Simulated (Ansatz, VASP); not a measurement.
**Two plane-wave programs on MnS**

```
CELL_PARAMETERS angstrom
1.83000 1.05655 2.97092
-1.83000 1.05655 2.97092
0.00000 -2.11310 2.97092
ATOMIC_POSITIONS crystal
Mn 0.00000 0.00000 0.00000
S 0.50000 0.50000 0.50000
```

Alike in both runs: task single point; functional PBE; k mesh 8 × 8 × 8; occupations fermi-dirac, width 0.05 eV; collinear spin; fixed moment 6 μB.

```csv
,VASP,Ansatz
version,VASP 6.6.1,Ansatz 0.2.0
potentials or method,"VASP PAW PBE potentials, release 64 (Mn_sv, S)",Ansatz PAW
plane-wave cutoff (eV),600,420
valence electrons in the cell,21,21
```

VASP gave:

* pressure (GPa): 14.6
* traceless stress, the component that is largest in VASP (GPa): -0.52
* net moment per atom (μB): 3.00
* size of the moment on the site where the two differ most (μB): 4.35

Task: What did Ansatz give for the same quantities?

Result: Pressure (GPa): 15.5; traceless stress, the component that is largest in VASP (GPa): -0.51; net moment per atom (μB): 3.00; size of the moment on the site where the two differ most (μB): 4.55.

Site moments also hang on the region over which each program counts them.
